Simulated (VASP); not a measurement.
# CdSe (pbe) (F-43m) in VASP: a series of runs

Runs on CdSe (pbe). Level: PBE. Tasks: single point, relaxation of cell and atoms.

Program: VASP 6.6.1. These are calculated values, not measurements. Logs are shortened: lines on timing, memory, paths and dates and some standing lists are left out, and cuts for length are marked.

**1. The cell of the first run**

It takes space group F-43m (No. 216, cubic). The conventional cell has a = 6.196 Å, b = 6.196 Å, c = 6.196 Å, α = 90.00°, β = 90.00°, γ = 90.00°. Cd (site symmetry -43m) has 4 Se at 2.68 Å within 3.5 Å. Se (site symmetry -43m) has 4 Cd at 2.68 Å within 3.5 Å.

**2. Single point, PBE**

INCAR reads:

```
SYSTEM = CdSe
PREC = Accurate
ENCUT = 500
EDIFF = 1E-6
ISMEAR = 0
SIGMA = 0.02
LREAL = .FALSE.
LASPH = .TRUE.
NELM = 120
ALGO = Normal
ISIF = 2
LWAVE = .FALSE.
LCHARG = .FALSE.
GGA = PE
NBANDS = 16
GGA_COMPAT = .FALSE.
```

KPOINTS reads:

```
Automatic mesh
0
G
  8 8 8
  0 0 0
```

POSCAR reads:

```
CdSe
1.0
    0.0000000000      3.0981826523      3.0981826523
    3.0981826523      0.0000000000      3.0981826523
    3.0981826523      3.0981826523      0.0000000000
Cd Se
1 1
Direct
    0.0000000000      0.0000000000      0.0000000000
    0.2500000000      0.2500000000      0.2500000000
```

Potentials or basis: VASP PAW PBE potentials, release 64 (Cd, Se).

Run with:

```sh
$ cat potpaw_PBE.64/Cd/POTCAR potpaw_PBE.64/Se/POTCAR > POTCAR
$ mpirun -np 1 vasp_std > vasp.out
```

OUTCAR:

```text
SYSTEM = CdSe
   PREC = Accurate
   ENCUT = 500
   EDIFF = 1E-6
   ISMEAR = 0
   LREAL = .FALSE.
   LASPH = .TRUE.
   NELM = 120
   ISIF = 2
   GGA = PE

 ion  position               nearest neighbor table
   1  0.000  0.000  0.000-   2 2.68   2 2.68   2 2.68   2 2.68
   2  0.250  0.250  0.250-   1 2.68   1 2.68   1 2.68   1 2.68

  LATTYP: Found a face centered cubic cell.
 ALAT       =     6.1963653046

  Lattice vectors:

 A1 = (   0.0000000000,   3.0981826523,   3.0981826523)
 A2 = (   3.0981826523,   0.0000000000,   3.0981826523)
 A3 = (   3.0981826523,   3.0981826523,   0.0000000000)

Analysis of symmetry for initial positions (statically):
=====================================================================
 Subroutine PRICEL returns:
 Original cell was already a primitive cell.

 Routine SETGRP: Setting up the symmetry group for a
 face centered cubic supercell.

 Subroutine GETGRP returns: Found 24 space group operations
 (whereof 24 operations were pure point group operations)
 out of a pool of 48 trial point group operations.

The static configuration has the point symmetry T_d .

Analysis of symmetry for dynamics (positions and initial velocities):
=====================================================================
 Subroutine PRICEL returns:
 Original cell was already a primitive cell.

 Routine SETGRP: Setting up the symmetry group for a
 face centered cubic supercell.

 Subroutine GETGRP returns: Found 24 space group operations
 (whereof 24 operations were pure point group operations)
 out of a pool of 48 trial point group operations.

The dynamic configuration has the point symmetry T_d .

 Subroutine INISYM returns: Found 24 space group operations
 (whereof 24 operations are pure point group operations),
 and found     1 'primitive' translations

----------------------------------------------------------------------------------------

                                     Primitive cell

  volume of cell :      59.4773

  direct lattice vectors                    reciprocal lattice vectors
     0.000000000  3.098182652  3.098182652    -0.161384933  0.161384933  0.161384933
     3.098182652  0.000000000  3.098182652     0.161384933 -0.161384933  0.161384933
     3.098182652  3.098182652  0.000000000     0.161384933  0.161384933 -0.161384933

  length of vectors
     4.381491926  4.381491926  4.381491926     0.279526904  0.279526904  0.279526904

  position of ions in fractional coordinates (direct lattice)
     0.000000000  0.000000000  0.000000000
     0.250000000  0.250000000  0.250000000

  ion indices of the primitive-cell ions
   primitive index   ion index
                 1           1
                 2           2

----------------------------------------------------------------------------------------

 KPOINTS: Automatic mesh

Automatic generation of k-mesh.
 Grid dimensions read from file:
 generate k-points for:    8    8    8

 Generating k-lattice:

  Cartesian coordinates                     Fractional coordinates (reciprocal lattice)
    -0.020173117  0.020173117  0.020173117     0.125000000  0.000000000  0.000000000
     0.020173117 -0.020173117  0.020173117     0.000000000  0.125000000  0.000000000
     0.020173117  0.020173117 -0.020173117     0.000000000  0.000000000  0.125000000

  Length of vectors
     0.034940863  0.034940863  0.034940863

  Shift w.r.t. Gamma in fractional coordinates (k-lattice)
     0.000000000  0.000000000  0.000000000

 Subroutine IBZKPT returns following result:
 ===========================================

 Found     29 irreducible k-points:

 Following reciprocal coordinates:
            Coordinates               Weight
  0.000000  0.000000  0.000000      1.000000
  0.125000  0.000000  0.000000      8.000000
  0.250000  0.000000  0.000000      8.000000
  0.375000  0.000000  0.000000      8.000000
  0.500000  0.000000  0.000000      4.000000
  0.125000  0.125000  0.000000      6.000000
[... 16 lines left out ...]
  0.500000  0.250000  0.125000     48.000000
 -0.375000  0.250000  0.125000     24.000000
 [... further k-points ...]
   k-points           NKPTS =     29   k-points in BZ     NKDIM =     29   number of bands    NBANDS=     16
   number of dos      NEDOS =    301   number of ions     NIONS =      2
   total plane-waves  NPLWV =  32768
   dimension x,y,z NGX =    32 NGY =   32 NGZ =   32
   dimension x,y,z NGXF=    64 NGYF=   64 NGZF=   64
   ions per type =               1   1
   NGX,Y,Z   is equivalent  to a cutoff of  12.14, 12.14, 12.14 a.u.
   NGXF,Y,Z  is equivalent  to a cutoff of  24.28, 24.28, 24.28 a.u.
 SYSTEM =  CdSe
   PREC   = accura    normal or accurate (medium, high low for compatibility)
   ISTART =      0    job   : 0-new  1-cont  2-samecut
   ICHARG =      2    charge: 1-file 2-atom 10-const
   ISPIN  =      1    spin polarized calculation?
   LNONCOLLINEAR =      F non collinear calculations
   LSORBIT =      F    spin-orbit coupling
   LASPH  =      T    aspherical Exc in radial PAW
   ENCUT  =  500.0 eV  36.75 Ry    6.06 a.u.   7.99  7.99  7.99*2*pi/ulx,y,z
   NELM   =    120;   NELMIN=  2; NELMDL= -5     # of ELM steps
   EDIFF  = 0.1E-05   stopping-criterion for ELM
   LREAL  =      F    real-space projection
   EDIFFG = 0.1E-04   stopping-criterion for IOM
   NSW    =      0    number of steps for IOM
   IBRION =     -1    ionic relax: 0-MD 1-quasi-New 2-CG
   NFREE  =      0    steps in history (QN), initial steepest desc. (CG)
   ISIF   =      2    stress and relaxation
   ISYM   =      2    0-nonsym 1-usesym 2-fastsym
   POTIM  = 0.5000    time-step for ionic-motion
   TEBEG  =    0.0;   TEEND  =   0.0 temperature during run
   PSTRESS=    0.0 pullay stress
   NELECT =      18.0000    total number of electrons
   NUPDOWN=      -1.0000    fix difference up-down
   EMIN   =  10.00;   EMAX   =-10.00  energy-range for DOS
   EFERMI =   0.00;   METHOD = LEGACY
   ISMEAR =     0;   SIGMA  =   0.02  broadening in eV -4-tet -1-fermi 0-gaus
   EFERMI_NEDOS =   21; number of points for ismear=-14 and -15
   IALGO  =     38    algorithm
   IMIX   =      4    mixing-type and parameters
     AMIX     =   0.40;   BMIX     =  1.00
     AMIX_MAG =   1.60;   BMIX_MAG =  1.00
  volume/ion in A,a.u.               =      29.74       200.69
  Fermi-wavevector in a.u.,A,eV,Ry     =   1.099129  2.077053 16.436987  1.208084
  Thomas-Fermi vector in A             =   2.235518
   LORBIT       =      0    0 simple, 1 ext, 2 COOP (PROOUT), +10 PAW based schemes
   GGA     = PE    functional components
   LHFCALC =     F    Hartree Fock is set to
   AEXX    =    0.0000 exact exchange contribution
   IVDW    =     0    specifies the selected vdW correction
   LEPSILON=     F    determine dielectric tensor
   LRPA    =     F    only Hartree local field effects (RPA)
 non-spin polarized calculation
 Gauss-broadening in eV      SIGMA  =   0.02
  energy-cutoff  :      500.00
  volume of cell :       59.48
 maximum number of plane-waves:      1540
   NGX = 15   NGY = 15   NGZ = 15

 number of electron      18.0000007 magnetization

 Free energy of the ion-electron system (eV)
  ---------------------------------------------------
  ext. energy  EPLUGINS =         0.00000000
  ---------------------------------------------------
  free energy    TOTEN  =        -5.49927653 eV

  energy without entropy =       -5.49927653  energy(sigma->0) =       -5.49927653

 E-fermi :   0.6058     XC(G=0):  -8.6347

 val. band max:        0.5148593772   @ k =   0.0000   0.0000   0.0000
 cond. band min:       1.0077155613   @ k =   0.0000   0.0000   0.0000
 fundamental gap:      0.4928561841
 Fermi energy:         0.6057534277

 k-point     1 :       0.0000    0.0000    0.0000
  band No.  band energies     occupation
      1     -11.7817      2.00000
      2      -7.2478      2.00000
      3      -7.2478      2.00000
      4      -7.2478      2.00000
      5      -6.9303      2.00000
      6      -6.9303      2.00000
[... 8 lines left out ...]
     15      11.4859      0.00000
     16      11.4859      0.00000

 k-point     2 :       0.1250    0.0000    0.0000
  band No.  band energies     occupation
      1     -11.7347      2.00000
      2      -7.2331      2.00000
      3      -7.2331      2.00000
      4      -7.2029      2.00000
      5      -6.9310      2.00000
      6      -6.9310      2.00000
[... 8 lines left out ...]
     15      10.7622      0.00000
     16      10.8018      0.00000

 k-point     3 :       0.2500    0.0000    0.0000
  band No.  band energies     occupation
      1     -11.6202      2.00000
      2      -7.2010      2.00000
      3      -7.2010      2.00000
      4      -7.0556      2.00000
      5      -6.9283      2.00000
      6      -6.9283      2.00000
[... 8 lines left out ...]
     15      10.5208      0.00000
     16      10.5550      0.00000

 k-point     4 :       0.3750    0.0000    0.0000
  band No.  band energies     occupation
      1     -11.5044      2.00000
      2      -7.1755      2.00000
      3      -7.1755      2.00000
      4      -6.9176      2.00000
      5      -6.9176      2.00000
      6      -6.8200      2.00000
[... 8 lines left out ...]
     15      11.3469      0.00000
     16      11.3469      0.00000
[... 324 lines left out ...]
 k-point    22 :       0.3750    0.2500    0.1250
  band No.  band energies     occupation
      1     -11.5355      2.00000
      2      -7.1651      2.00000
      3      -7.1487      2.00000
      4      -7.0131      2.00000
      5      -6.9206      2.00000
      6      -6.8870      2.00000
[... 8 lines left out ...]
     15      11.8872      0.00000
     16      12.9789      0.00000

 k-point    23 :       0.5000    0.2500    0.1250
  band No.  band energies     occupation
      1     -11.4436      2.00000
      2      -7.1406      2.00000
      3      -7.1258      2.00000
      4      -6.9658      2.00000
      5      -6.9112      2.00000
      6      -6.7171      2.00000
[... 8 lines left out ...]
     15      12.1770      0.00000
     16      12.9571      0.00000

 k-point    24 :      -0.3750    0.2500    0.1250
  band No.  band energies     occupation
      1     -11.4056      2.00000
      2      -7.1358      2.00000
      3      -7.1156      2.00000
      4      -6.9455      2.00000
      5      -6.9160      2.00000
      6      -6.6011      2.00000
[... 8 lines left out ...]
     15      12.0306      0.00000
     16      12.9501      0.00000

 [... further k-points ...]
[... 5 lines left out ...]
  --------------------------------------------------------------------------------------
  -------------------------------------------------------------------------------------
  Total        0.0871309      0.0871309      0.0871309      0.0000000      0.0000000      0.0000000
  in kB        2.3471016      2.3471016      2.3471016      0.0000000      0.0000000      0.0000000
  external PRESSURE =       2.3471016 kB  Pullay stress =       0.0000000 kB

 VOLUME and BASIS-vectors are now :
 -----------------------------------------------------------------------------
  energy-cutoff  :      500.00
  volume of cell :       59.48
      direct lattice vectors                 reciprocal lattice vectors
     0.000000000  3.098182652  3.098182652    -0.161384933  0.161384933  0.161384933
     3.098182652  0.000000000  3.098182652     0.161384933 -0.161384933  0.161384933
     3.098182652  3.098182652  0.000000000     0.161384933  0.161384933 -0.161384933

 POSITION                                       TOTAL-FORCE (eV/Angst)
 -----------------------------------------------------------------------------------
      0.00000      0.00000      0.00000         0.000000      0.000000      0.000000
      1.54909      1.54909      1.54909        -0.000000     -0.000000     -0.000000
 -----------------------------------------------------------------------------------
    total drift:                                0.000000      0.000000      0.000000

  FREE ENERGIE OF THE ION-ELECTRON SYSTEM (eV)
  ---------------------------------------------------
  free  energy   TOTEN  =        -5.4992765306 eV

  energy  without entropy=       -5.4992765306  energy(sigma->0) =       -5.49927653
```

It took 25 s on 1 thread of Intel Xeon 8259CL, shared host; peak memory 0.19 GiB.

Results:

- Free energy: -5.4993 eV
- Pressure: 0.2 GPa
- Band gap on the k mesh: 0.49 eV, direct

Levels at points of the mesh, in eV from the valence-band top:
```csv
k point,band 6,band 7,band 8,band 9,band 10,band 11,band 12,band 13
"(0.00, 0.00, 0.00)",-7.45,0.00,0.00,0.00,0.49,5.93,5.93,5.93
"(0.50, 0.00, 0.00)",-7.19,-4.07,-0.67,-0.67,2.32,6.42,6.42,7.25
"(0.50, 0.50, 0.00)",-7.13,-3.83,-1.67,-1.67,3.24,3.69,8.86,9.89
```

**3. Single point, PBE**

INCAR reads:

```
SYSTEM = CdSe
  PREC = Accurate
  ENCUT = 500
  EDIFF = 1E-6
  ISMEAR = 0
  SIGMA = 0.02
  LREAL = .False.
  LASPH = .True.
  NELM = 120
  ALGO = Normal
  ISIF = 2
  LWAVE = .False.
  LCHARG = .True.
  GGA = PE
  LELF = .True.
  LVHAR = .True.
  NBANDS = 16
  GGA_COMPAT = .False.
```

KPOINTS reads:

```
Automatic mesh
0
Gamma
  10 10 10
  0 0 0
```

POSCAR is that of step 2.

Potentials or basis: VASP PAW PBE potentials, release 64 (Cd, Se).

Run with:

```sh
$ cat potpaw_PBE.64/Cd/POTCAR potpaw_PBE.64/Se/POTCAR > POTCAR
$ mpirun -np 1 vasp_std > vasp.out
```

Run time: 35 s. Hardware: 1 thread of Intel Xeon 8259CL, shared host; peak memory 0.2 GiB.

Results (log left out):

```
Free energy            : -5.4999 eV
Pressure               : 0.2 GPa
Band gap on the k mesh : 0.49 eV, direct
```

Levels at points of the mesh, in eV from the valence-band top:
```
           k point  band 5  band 6  band 7  band 8  band 9  band 10  band 11  band 12  band 13  band 14
(0.00, 0.00, 0.00)   -7.44   -7.44    0.00    0.00    0.00     0.49     5.93     5.93     5.93     9.56
(0.50, 0.00, 0.00)   -7.42   -7.19   -4.07   -0.67   -0.67     2.32     6.43     6.43     7.25     9.89
(0.50, 0.50, 0.00)   -7.39   -7.13   -3.83   -1.67   -1.67     3.24     3.69     8.86     9.89     9.89
```

[end of part 1 of 2]
